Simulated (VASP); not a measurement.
# LiBN (Pmmn) in VASP: notebook

LiBN is run at these levels: PBE; tasks: single point, relaxation of the atoms.

All numbers are computed with VASP 6.6.1; they aren't measurements. Logs are shortened: lines on timing, memory, paths and dates and some standing lists are left out, and cuts for length are marked.

### Step 1. The cell of the first run

It takes space group Pmmn (No. 59, orthorhombic). The conventional cell has a = 2.798 Å, b = 3.216 Å, c = 6.798 Å, α = 90.00°, β = 90.00°, γ = 90.00°. Within 2.8 Å of Li (site symmetry mm2) lie 4 N at 2.00 to 2.09 Å and 4 B at 2.47 to 2.56 Å and 2 Li at 2.80 Å. N (site symmetry mm2) has 4 Li at 2.00 to 2.09 Å and 6 N at 2.13 to 2.80 Å within 2.8 Å. B (site symmetry mm2) has 6 B at 2.13 to 2.80 Å and 4 Li at 2.47 to 2.56 Å within 2.8 Å.

### Step 2. Single point, PBE

INCAR

```
SYSTEM = LiBN
PREC = Accurate ; ENCUT = 520
EDIFF = 1E-6 ; ISMEAR = 1
SIGMA = 0.1495 ; LREAL = .FALSE.
LASPH = .TRUE. ; NELM = 100
ALGO = Normal ; ISIF = 2
LWAVE = .FALSE. ; LCHARG = .FALSE.
GGA = PE ; NBANDS = 20
```

KPOINTS

```
Automatic mesh
0
G
  7 8 3
  0 0 0
```

POSCAR

```
LiBN
1.0
    3.2157690000      0.0000000000      0.0000000000
    0.0000000000      2.7977810000      0.0000000000
    0.0000000000      0.0000000000      6.7979600000
Li N B
2 2 2
Direct
    0.0000000000      0.5000000000      0.2032694080
    0.5000000000      0.0000000000      0.7967305920
    0.0000000000      0.0000000000      0.9925258756
    0.5000000000      0.5000000000      0.0074741244
    0.0000000000      0.0000000000      0.5034223491
    0.5000000000      0.5000000000      0.4965776509
```

Potentials or basis: VASP PAW PBE potentials, release 64 (Li_sv, N, B).

Run with:

```console
cat potpaw_PBE.64/Li_sv/POTCAR potpaw_PBE.64/N/POTCAR potpaw_PBE.64/B/POTCAR > POTCAR
mpirun -np 1 vasp_std > vasp.out
```

OUTCAR:

```text
SYSTEM = LiBN
   PREC = Accurate
   ENCUT = 520
   EDIFF = 1E-6
   ISMEAR = 1
   LREAL = .FALSE.
   LASPH = .TRUE.
   NELM = 100
   ISIF = 2
   GGA = PE

 ion  position               nearest neighbor table
   1  0.000  0.500  0.203-   3 2.00   3 2.00   4 2.09   4 2.09
   2  0.500  0.000  0.797-   4 2.00   4 2.00   3 2.09   3 2.09
   3  0.000  0.000  0.993-   1 2.00   1 2.00   2 2.09   2 2.09
   4  0.500  0.500  0.007-   2 2.00   2 2.00   1 2.09   1 2.09
   5  0.000  0.000  0.503-   6 2.13   6 2.13   6 2.13   6 2.13
   6  0.500  0.500  0.497-   5 2.13   5 2.13   5 2.13   5 2.13

  LATTYP: Found a simple orthorhombic cell.
 ALAT       =     2.7977810000
 B/A-ratio  =     1.1493998279
 C/A-ratio  =     2.4297684486

  Lattice vectors:

 A1 = (   0.0000000000,  -2.7977810000,   0.0000000000)
 A2 = (   3.2157690000,   0.0000000000,   0.0000000000)
 A3 = (   0.0000000000,   0.0000000000,   6.7979600000)

Analysis of symmetry for initial positions (statically):
=====================================================================
 Subroutine PRICEL returns:
 Original cell was already a primitive cell.

 Routine SETGRP: Setting up the symmetry group for a
 simple orthorhombic supercell.

 Subroutine GETGRP returns: Found  8 space group operations
 (whereof  4 operations were pure point group operations)
 out of a pool of  8 trial point group operations.

The static configuration has the point symmetry C_2v.
 The point group associated with its full space group is D_2h.

Analysis of symmetry for dynamics (positions and initial velocities):
=====================================================================
 Subroutine PRICEL returns:
 Original cell was already a primitive cell.

 Routine SETGRP: Setting up the symmetry group for a
 simple orthorhombic supercell.

 Subroutine GETGRP returns: Found  8 space group operations
 (whereof  4 operations were pure point group operations)
 out of a pool of  8 trial point group operations.

The dynamic configuration has the point symmetry C_2v.
 The point group associated with its full space group is D_2h.

 Subroutine INISYM returns: Found  8 space group operations
 (whereof  4 operations are pure point group operations),
 and found     1 'primitive' translations

----------------------------------------------------------------------------------------

                                     Primitive cell

[... 101 lines left out ...]
   NSW    =      0    number of steps for IOM
   IBRION =     -1    ionic relax: 0-MD 1-quasi-New 2-CG
   NFREE  =      0    steps in history (QN), initial steepest desc. (CG)
   ISIF   =      2    stress and relaxation
   ISYM   =      2    0-nonsym 1-usesym 2-fastsym
   POTIM  = 0.5000    time-step for ionic-motion
   TEBEG  =    0.0;   TEEND  =   0.0 temperature during run
   PSTRESS=    0.0 pullay stress
   NELECT =      22.0000    total number of electrons
   NUPDOWN=      -1.0000    fix difference up-down
   EMIN   =  10.00;   EMAX   =-10.00  energy-range for DOS
   EFERMI =   0.00;   METHOD = LEGACY
   ISMEAR =     1;   SIGMA  =   0.15  broadening in eV -4-tet -1-fermi 0-gaus
   EFERMI_NEDOS =   21; number of points for ismear=-14 and -15
   IALGO  =     38    algorithm
   IMIX   =      4    mixing-type and parameters
     AMIX     =   0.40;   BMIX     =  1.00
     AMIX_MAG =   1.60;   BMIX_MAG =  1.00
  volume/ion in A,a.u.               =      10.19        68.79
  Fermi-wavevector in a.u.,A,eV,Ry     =   1.164278  2.200166 18.443284  1.355543
  Thomas-Fermi vector in A             =   2.300818
   LORBIT       =      0    0 simple, 1 ext, 2 COOP (PROOUT), +10 PAW based schemes
   GGA     = PE    functional components
   LHFCALC =     F    Hartree Fock is set to
   AEXX    =    0.0000 exact exchange contribution
   IVDW    =     0    specifies the selected vdW correction
   LEPSILON=     F    determine dielectric tensor
   LRPA    =     F    only Hartree local field effects (RPA)
 non-spin polarized calculation
 Methfessel and Paxton  Order N= 1 SIGMA  =   0.15
  energy-cutoff  :      520.00
  volume of cell :       61.16
 maximum number of plane-waves:      1664
 NGX is ok and might be reduce to    24
   NGX = 11   NGY = 11   NGZ = 25

 number of electron      22.0000009 magnetization

 Free energy of the ion-electron system (eV)
  ---------------------------------------------------
  ext. energy  EPLUGINS =         0.00000000
  ---------------------------------------------------
  free energy    TOTEN  =       -26.26964934 eV

  energy without entropy =      -26.26744568  energy(sigma->0) =      -26.26891479

 E-fermi :   2.3675     XC(G=0):  -9.9186

 val. band max:        2.3518870423   @ k =   0.2857   0.1250   0.0000
 cond. band min:       2.3725581703   @ k =   0.4286   0.2500   0.0000
 fundamental gap:      0.0206711281
 Fermi energy:         2.3675260918

 k-point     1 :       0.0000    0.0000    0.0000
  band No.  band energies     occupation
      1     -41.6894      2.00000
      2     -41.6827      2.00000
      3     -13.6471      2.00000
      4      -8.0607      2.00000
      5      -6.6474      2.00000
      6      -2.0495      2.00000
[... 541 lines left out ...]
     19      12.3802      0.00000
     20      12.6370      0.00000

 [... further k-points ...]

------------------------ aborting loop because EDIFF is reached ----------------------------------------

  FORCE on cell =-STRESS in cart. coord.  units (eV):
  Direction    XX          YY          ZZ          XY          YZ          ZX
  --------------------------------------------------------------------------------------
  -------------------------------------------------------------------------------------
  Total      -11.9337776     -9.0720610      2.1186057      0.0000000      0.0000000      0.0000000
  in kB     -312.6161104   -237.6508523     55.4987939      0.0000000      0.0000000      0.0000000
  external PRESSURE =    -164.9227230 kB  Pullay stress =       0.0000000 kB

 VOLUME and BASIS-vectors are now :
 -----------------------------------------------------------------------------
  energy-cutoff  :      520.00
  volume of cell :       61.16
      direct lattice vectors                 reciprocal lattice vectors
     3.215769000  0.000000000  0.000000000     0.310967610  0.000000000  0.000000000
     0.000000000  2.797781000  0.000000000     0.000000000  0.357426117  0.000000000
     0.000000000  0.000000000  6.797960000     0.000000000  0.000000000  0.147102954

 POSITION                                       TOTAL-FORCE (eV/Angst)
 -----------------------------------------------------------------------------------
      0.00000      1.39889      1.38182         0.000000      0.000000      0.002452
      1.60788      0.00000      5.41614         0.000000      0.000000     -0.002452
      0.00000      0.00000      6.74715         0.000000      0.000000      0.022719
      1.60788      1.39889      0.05081         0.000000      0.000000     -0.022719
      0.00000      0.00000      3.42224         0.000000      0.000000     -0.014005
      1.60788      1.39889      3.37572         0.000000      0.000000      0.014005
 -----------------------------------------------------------------------------------
    total drift:                                0.000000      0.000000      0.000000

  FREE ENERGIE OF THE ION-ELECTRON SYSTEM (eV)
  ---------------------------------------------------
  free  energy   TOTEN  =       -26.2696493402 eV

  energy  without entropy=      -26.2674456803  energy(sigma->0) =      -26.26891479
```

OSZICAR:

```text
N       E                     dE             d eps       ncg     rms          rms(c)
DAV:   1     0.895934874201E+02    0.89593E+02   -0.99299E+03  1600   0.111E+03
DAV:   2    -0.163758630226E+02   -0.10597E+03   -0.10128E+03  2108   0.243E+02
DAV:   3    -0.274829237313E+02   -0.11107E+02   -0.10922E+02  2588   0.565E+01
DAV:   4    -0.278188396653E+02   -0.33592E+00   -0.33501E+00  2236   0.104E+01
DAV:   5    -0.278256774982E+02   -0.68378E-02   -0.68374E-02  2208   0.144E+00    0.826E+00
DAV:   6    -0.306267332614E+02   -0.28011E+01   -0.76409E+01  1808   0.148E+01    0.123E+01
DAV:   7    -0.262717397968E+02    0.43550E+01   -0.23529E+01  1980   0.103E+01    0.228E+00
DAV:   8    -0.262716628935E+02    0.76903E-04   -0.41032E-01  1828   0.340E+00    0.742E-01
DAV:   9    -0.262686149287E+02    0.30480E-02   -0.25202E-02  2464   0.713E-01    0.161E-01
DAV:  10    -0.262695089028E+02   -0.89397E-03   -0.16172E-03  1868   0.220E-01    0.591E-02
DAV:  11    -0.262696346464E+02   -0.12574E-03   -0.18622E-04  1920   0.738E-02    0.155E-02
DAV:  12    -0.262696479839E+02   -0.13338E-04   -0.20216E-05  1908   0.278E-02    0.488E-03
DAV:  13    -0.262696491776E+02   -0.11937E-05   -0.17520E-06  1664   0.785E-03    0.256E-03
DAV:  14    -0.262696493402E+02   -0.16266E-06   -0.41223E-07  1204   0.392E-03
   1 F= -.26269649E+02 E0= -.26268915E+02  d E =-.220366E-02
```

Run time: 17 s. Hardware: 1 thread of Intel Xeon 6975P-C (Granite Rapids), shared host; peak memory 0.19 GiB.

What came out:

```
Free energy            : -26.2696 eV
Largest force          : 0.023 eV/Å
Band gap on the k mesh : zero (bands 11 and 12 overlap by 2.91 eV)
```

Forces on the atoms (eV/Å):
```
Li   0.000  0.000  0.002
Li   0.000  0.000 -0.002
N    0.000  0.000  0.023
N    0.000  0.000 -0.023
B    0.000  0.000 -0.014
B    0.000  0.000  0.014
```

Levels at points of the mesh, in eV from the Fermi level:
```csv
k point,band 9,band 10,band 11,band 12,band 13,band 14
"(0.00, 0.00, 0.00)",-2.11,-1.24,0.96,1.74,3.36,3.58
"(0.00, 0.50, 0.00)",-0.78,-0.78,-0.58,-0.58,1.32,1.32
```

Caveat: the cutoff is under 1.25 times the usual one of these potentials, so pressure, stress and relaxed cells hold a basis-set (Pulay) error.

### Step 3. Relaxation of the atoms, PBE

INCAR

```
SYSTEM = LiBN
ALGO = Normal
EDIFF = 1E-7
EDIFFG = -0.03
ENCUT = 520
GGA = PE
IBRION = 2
ISIF = 2
ISMEAR = 1
LASPH = .True.
LCHARG = .False.
LREAL = .False.
LWAVE = .False.
NELM = 80
NSW = 100
PREC = Accurate
SIGMA = 0.1495
```

KPOINTS

```
k-points
0
Gamma
  7 8 3
  0 0 0
```

POSCAR

```
LiBN
1.0
    3.2157690000      0.0000000000      0.0000000000
    0.0000000000      2.7977810000      0.0000000000
    0.0000000000      0.0000000000      6.7979600000
Li N B
2 2 2
Direct
    0.0000000000      0.5000000000      0.0950000000
    0.5000000000      0.0000000000      0.9050000000
    0.0000000000      0.0000000000      0.9650000000
    0.5000000000      0.5000000000      0.0350000000
    0.0000000000      0.0000000000      0.3500000000
    0.5000000000      0.5000000000      0.6500000000
```

Potentials or basis: VASP PAW PBE potentials, release 64 (Li_sv, N, B).

Run with:

```console
cat potpaw_PBE.64/Li_sv/POTCAR potpaw_PBE.64/N/POTCAR potpaw_PBE.64/B/POTCAR > POTCAR
mpirun -np 1 vasp_std > vasp.out
```

Wall time 2.6 min (1 thread of Intel Xeon 6975P-C (Granite Rapids), shared host); peak memory 0.19 GiB.

The run converged. Its results:

| Property | Result |
| --- | --- |
| Free energy | -26.2697 eV |
| Energy gained by relaxing | 1229.4 meV/atom |
| Ionic steps | 15 |
| Largest force after relaxing | 0.013 eV/Å |
| Band gap on the k mesh | zero (bands 11 and 12 overlap by 2.91 eV) |

Forces on the atoms (eV/Å):
```
Li   0.000  0.000  0.005
Li   0.000  0.000 -0.005
N    0.000  0.000  0.013
N    0.000  0.000 -0.013
B    0.000  0.000  0.000
B    0.000  0.000  0.000
```

The path:
```tsv
step	energy change (eV)	largest force (eV/Å)	pressure (GPa)
1	0.0000	3.7367	20.36
2	-1.2829	2.2592	11.64
3	-2.3076	4.5229	-0.98
4	-3.0106	4.6457	-4.32
5	-4.9846	4.3691	-12.40
6	-4.1102	4.1982	-9.82
7	-5.7486	2.9165	-15.00
8	-5.8117	3.0621	-15.12
9	-6.5420	2.2061	-17.51
10	-7.3492	0.5140	-16.55
11	-7.3542	0.4206	-16.99
12	-7.3693	0.2529	-16.71
13	-7.3759	0.0609	-16.33
14	-7.3765	0.0311	-16.42
15	-7.3766	0.0126	-16.48
```

Final structure:
```
Li N B
1.0
     3.21577    0.00000    0.00000
     0.00000    2.79778    0.00000
     0.00000    0.00000    6.79796
Li N B
2 2 2
Cartesian
  0.0000 1.3989 1.3816
  1.6079 0.0000 5.4163
  0.0000 0.0000 6.7486
  1.6079 1.3989 0.0494
  0.0000 0.0000 3.4207
  1.6079 1.3989 3.3773
```

Levels at points of the mesh, in eV from the Fermi level:
```
           k point  band 9  band 10  band 11  band 12  band 13  band 14
(0.00, 0.00, 0.00)   -2.12    -1.24     0.96     1.74     3.36     3.58
(0.00, 0.50, 0.00)   -0.77    -0.77    -0.58    -0.58     1.32     1.32
```

Caveat: the cutoff is under 1.25 times the usual one of these potentials, so pressure, stress and relaxed cells hold a basis-set (Pulay) error.
